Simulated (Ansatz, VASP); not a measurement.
**B2O in VASP and in Ansatz**

```xyz
6
Lattice="2.5456 0.0000 0.0000 -1.2728 2.2045 0.0000 0.0000 0.0000 9.6777" Properties=species:S:1:pos:R:3 pbc="T T T"
B     0.0000    0.0000    3.9669
B     0.0000    0.0000    5.7108
B     1.2728    0.7348    0.2840
B     0.0000    1.4697    9.3937
O     1.2728    0.7348    3.4121
O     0.0000    1.4697    6.2655
```

Alike in both runs: functional PBE; dispersion D3(BJ); k mesh 18 × 18 × 4; occupations gaussian, width 0.1 eV; no spin polarisation.

Ansatz relaxed the structure, and its values are those at the end. VASP's run is a single point on that final structure, the one shown.

|  | VASP | Ansatz |
| --- | --- | --- |
| version | VASP 6.6.1 | Ansatz 0.2.0 |
| potentials or method | VASP PAW PBE potentials, release 64 (B, O), cutoff 520 eV | scalar-relativistic, plane waves, PAW |
| valence electrons in the cell | 24 | 24 |

VASP gave:

```
gap on the k mesh at the Fermi level (eV) : none
pressure (GPa)                            : 0.3
rms of the force components (eV/Å)        : 0.007
```

Question: What did Ansatz give for the same quantities?

Answer: gap on the k mesh at the Fermi level (eV): none; pressure (GPa): 0.0; rms of the force components (eV/Å): 0.001.

A gap of «none» marks a metal or a gap that the smearing closes.
